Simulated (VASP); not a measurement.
Input of a VASP 6.6.1 run:

Contents of INCAR:

```
SYSTEM = ZrB2
  PREC = Accurate
  ENCUT = 520
  EDIFF = 1E-7
  ISMEAR = 0
  SIGMA = 0.1
  LREAL = .FALSE.
  LASPH = .TRUE.
  NELM = 100
  ALGO = Normal
  ISIF = 2
  LWAVE = .FALSE.
  LCHARG = .FALSE.
  GGA = PE
  NBANDS = 16
```

File KPOINTS:

```
regular mesh
0
G
  15 15 12
  0 0 0
```

The input POSCAR:

```
ZrB2
1.0
    3.1710294599      0.0000000000      0.0000000000
   -1.5855147300      2.7461920684      0.0000000000
    0.0000000000      0.0000000000      3.5423344466
Zr B
1 2
Direct
    0.0000000000      0.0000000000      0.0000000000
    0.3333333333      0.6666666667      0.5000000000
    0.6666666667      0.3333333333      0.5000000000
```

Potentials or basis: VASP PAW PBE potentials, release 64 (Zr_sv, B).

The run is started by

```sh
$ cat potpaw_PBE.64/Zr_sv/POTCAR potpaw_PBE.64/B/POTCAR > POTCAR
$ mpirun -np 1 vasp_std > vasp.out
```

Question: What does it give for the band gap on the k mesh?

Answer: Zero (band 9 reaches 11.27 eV, above the bottom of band 10 at 10.26 eV).

Question: Estimate the pressure.

Answer: 0.1 GPa.
